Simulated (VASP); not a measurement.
Write the native input for VASP 6.6.1 that does the following.

* Task: single point
* Functional: r2SCAN
* Potentials or basis: VASP PAW PBE potentials, release 64 (Pb_d, F)
* Cutoff: 520 eV
* k mesh: 6 × 6 × 6
* Occupations: gaussian, width 0.05 eV
* Spin: non-collinear spin, zero start, spin-orbit coupling
* Starting moments: [[0.0, 0.0, 0.0], [0.0, 0.0, 0.0], [0.0, 0.0, 0.0]] μB
* Dipole correction: no
* Further INCAR settings: ALGO = Normal; EDIFF = 1e-06; NBANDS = 41

Crystal: PbF2.

```
Pb F
1.0
     0.00000    2.96985    2.96985
     2.96985    0.00000    2.96985
     2.96985    2.96985    0.00000
Pb F
1 2
Direct
  0.00000 0.00000 0.00000
  0.25000 0.25000 0.25000
  0.75000 0.75000 0.75000
```

The input as run:

POSCAR

```
PbF2
1.0
    0.0000000000      2.9698479669      2.9698479669
    2.9698479669      0.0000000000      2.9698479669
    2.9698479669      2.9698479669      0.0000000000
Pb F
1 2
Direct
    0.0000000000      0.0000000000      0.0000000000
    0.2500000000      0.2500000000      0.2500000000
    0.7500000000      0.7500000000      0.7500000000
```

INCAR.step1

```
  PREC = Accurate
  ENCUT = 520
  ISMEAR = 0
  SIGMA = 0.05
  LREAL = F
  LASPH = T
  NELM = 150
  LNONCOLLINEAR = T
  MAGMOM = 0 0 0 0 0 0 0 0 0
  LSORBIT = T
  GGA_COMPAT = F
  NBANDS = 41
  GGA = PE
  ALGO = Normal
  EDIFF = 1E-4
  LWAVE = T
  LCHARG = F
```

INCAR.step2

```
  PREC = Accurate
  ENCUT = 520
  EDIFF = 1E-6
  ISMEAR = 0
  SIGMA = 0.05
  LREAL = F
  LASPH = T
  NELM = 150
  ALGO = Normal
  ISIF = 2
  LWAVE = F
  LCHARG = F
  LNONCOLLINEAR = T
  MAGMOM = 0 0 0 0 0 0 0 0 0
  LORBIT = 11
  LSORBIT = T
  GGA_COMPAT = F
  LORBMOM = T
  METAGGA = R2SCAN
  LMIXTAU = T
  NBANDS = 41
  ISTART = 1
```

KPOINTS

```
Automatic mesh
0
Gamma
  6 6 6
```

Potentials or basis: VASP PAW PBE potentials, release 64 (Pb_d, F).

Run with:

```console
$ cat potpaw_PBE.64/Pb_d/POTCAR potpaw_PBE.64/F/POTCAR > POTCAR
$ cp INCAR.step1 INCAR
$ mpirun -np 1 vasp_ncl > vasp.out
$ cp INCAR.step2 INCAR
$ mpirun -np 1 vasp_ncl > vasp.out
```

Results of the run:

```
Pressure                                              : -0.9 GPa
Net moment                                            : 0.00 μB per cell
Valence electrons inside the program's atomic spheres : Pb 11.68; F 6.10
```

Caveat: the PAW data sets were made with another functional, which shifts forces and pressure a little.

Run time: 9.2 min on 1 thread of AMD EPYC 7R43 64-Core Processor (Zen 3), on a shared host, peak memory 0.34 GiB.
